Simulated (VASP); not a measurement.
A run of VASP 6.6.1 is set up as follows.

File POSCAR:

```
NbTe
1.0
    0.0000000000      3.1073122559      3.1073122559
    3.1073122559      0.0000000000      3.1073122559
    5.4448564962      5.4448564962      0.7697680156
Nb Te
2 2
Direct
    0.5000000000      0.5000000000      0.2500000000
    0.5000000000      0.5000000000      0.7500000000
    0.0000001780      0.0000001780     -0.0000002670
   -0.0000001780     -0.0000001780      0.5000002670
```

INCAR.step1

```
ALGO = Normal
EDIFF = 1E-4
ENCUT = 520
GGA = PE
ISMEAR = 0
ISPIN = 2
LASPH = True
LCHARG = False
LMAXMIX = 4
LREAL = False
LWAVE = True
MAGMOM = 2.23 -2.23 0 0
NBANDS = 31
NELM = 150
PREC = Accurate
SIGMA = 0.05
```

INCAR.step2

```
ALGO = Normal
EDIFF = 1E-6
ENCUT = 520
ISIF = 2
ISMEAR = 0
ISPIN = 2
ISTART = 1
LASPH = True
LCHARG = True
LELF = True
LMAXMIX = 4
LMIXTAU = True
LORBIT = 11
LREAL = False
LVHAR = True
LWAVE = False
MAGMOM = 2.23 -2.23 0 0
METAGGA = R2SCAN
NBANDS = 31
NELM = 150
PREC = Accurate
SIGMA = 0.05
```

KPOINTS

```
k-points
0
Gamma
  10 10 5
```

Potentials or basis: VASP PAW PBE potentials, release 64 (Nb_sv, Te).

Command:

```console
$ cat potpaw_PBE.64/Nb_sv/POTCAR potpaw_PBE.64/Te/POTCAR > POTCAR
$ cp INCAR.step1 INCAR
$ mpirun -np 1 vasp_std > vasp.out
$ cp INCAR.step2 INCAR
$ mpirun -np 1 vasp_std > vasp.out
```

(1) Estimate the band gap on the k mesh.

(2) What does it give for the site moments?

Results:

(1) 0.10 eV.

(2) Nb +1.94, -1.94; Te +0.00 μB.

Caveat: spin-orbit coupling is left out, which moves the levels of the heavy elements; an odd mesh through Γ misses points on the zone boundary, where band edges can lie.
